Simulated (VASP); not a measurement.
A run of VASP 6.6.1:

File INCAR:

```
PREC = Accurate
ENCUT = 500
EDIFF = 1E-7
ISMEAR = -1
SIGMA = 0.0242
LREAL = False
LASPH = True
NELM = 120
ALGO = Normal
ISIF = 3
LWAVE = False
LCHARG = False
GGA = PE
IBRION = 2
NSW = 60
EDIFFG = -0.01
ISYM = -1
GGA_COMPAT = False
NELMIN = 4
```

The input KPOINTS:

```
explicit points
49
Reciprocal
  0.07142857   0.07142857   0.25000000 2
  0.07142857   0.07142857   0.75000000 2
  0.07142857   0.21428571   0.25000000 2
  0.07142857   0.21428571   0.75000000 2
  0.07142857   0.35714286   0.25000000 2
  0.07142857   0.35714286   0.75000000 2
  0.07142857   0.50000000   0.25000000 2
  0.07142857   0.50000000   0.75000000 2
  0.07142857   0.64285714   0.25000000 2
  0.07142857   0.64285714   0.75000000 2
  0.07142857   0.78571429   0.25000000 2
  0.07142857   0.78571429   0.75000000 2
  0.07142857   0.92857143   0.25000000 2
  0.07142857   0.92857143   0.75000000 2
  0.21428571   0.07142857   0.25000000 2
  0.21428571   0.07142857   0.75000000 2
  0.21428571   0.21428571   0.25000000 2
  0.21428571   0.21428571   0.75000000 2
  0.21428571   0.35714286   0.25000000 2
  0.21428571   0.35714286   0.75000000 2
  0.21428571   0.50000000   0.25000000 2
  0.21428571   0.50000000   0.75000000 2
  0.21428571   0.64285714   0.25000000 2
  0.21428571   0.64285714   0.75000000 2
  0.21428571   0.78571429   0.25000000 2
  0.21428571   0.78571429   0.75000000 2
  0.21428571   0.92857143   0.25000000 2
  0.21428571   0.92857143   0.75000000 2
  0.35714286   0.07142857   0.25000000 2
  0.35714286   0.07142857   0.75000000 2
  0.35714286   0.21428571   0.25000000 2
  0.35714286   0.21428571   0.75000000 2
  0.35714286   0.35714286   0.25000000 2
  0.35714286   0.35714286   0.75000000 2
  0.35714286   0.50000000   0.25000000 2
  0.35714286   0.50000000   0.75000000 2
  0.35714286   0.64285714   0.25000000 2
  0.35714286   0.64285714   0.75000000 2
  0.35714286   0.78571429   0.25000000 2
  0.35714286   0.78571429   0.75000000 2
  0.35714286   0.92857143   0.25000000 2
  0.35714286   0.92857143   0.75000000 2
  0.50000000   0.07142857   0.25000000 2
  0.50000000   0.07142857   0.75000000 2
  0.50000000   0.21428571   0.25000000 2
  0.50000000   0.21428571   0.75000000 2
  0.50000000   0.35714286   0.25000000 2
  0.50000000   0.35714286   0.75000000 2
  0.50000000   0.50000000   0.25000000 2
```

POSCAR

```
Zn
1.0
    1.3902090000      2.4079110000      0.0000000000
   -1.3902090000      2.4079110000      0.0000000000
    0.0000000000      0.0000000000      9.0039440000
Zn
4
Direct
    0.0000000000      0.0000000000      0.0000000000
    0.0000000000      0.0000000000      0.5000000000
    0.3333300000      0.3333400000      0.7500000000
    0.6666600000      0.6666700000      0.2500000000
```

Potentials or basis: VASP PAW PBE potentials, release 64 (Zn).

Launch:

```console
$ cat potpaw_PBE.64/Zn/POTCAR > POTCAR
$ mpirun -np 1 vasp_std > vasp.out
```

Hardware: 1 thread of Intel(R) Xeon(R) Platinum 8488C (Sapphire Rapids), on a shared host.

**Question.** Estimate the wall time of this run.

**Answer.** It took 16 min on 1 thread of Intel(R) Xeon(R) Platinum 8488C (Sapphire Rapids), with other jobs on the host, peak memory 0.21 GiB. Counts: scf iterations 309, k points 49, ion steps 32.
